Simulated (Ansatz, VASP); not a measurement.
**One calculation of BaO, two programs**

```
Ba O
1.0
     0.00000    2.75000    2.75000
     2.75000    0.00000    2.75000
     2.75000    2.75000    0.00000
Ba O
1 1
Direct
  0.00000 0.00000 0.00000
  0.50000 0.50000 0.50000
```

Alike in both runs: task single point; functional LDA; k mesh 5 × 5 × 5; no spin polarisation.

|  | VASP | Ansatz |
| --- | --- | --- |
| version | VASP 6.6.1 | Ansatz 0.2.0 |
| potentials or method | VASP PAW LDA potentials, release 64 (Ba_sv, O), cutoff 600 eV | all-electron (LAPW or listed datasets) |
| occupations | gaussian, width 0.01 eV | fixed |

Ansatz gave:

| Item | Value |
| --- | --- |
| gap on the k mesh at the Fermi level (eV) | 2.10 |

Q: What did VASP give for the same quantities?

A: gap on the k mesh at the Fermi level (eV): 2.02.

LDA's correlation is that of Perdew and Zunger in VASP and of Perdew and Wang (1992) in Ansatz. Ansatz ran all-electron here, and VASP with PAW potentials.

Spin-orbit coupling is off throughout.
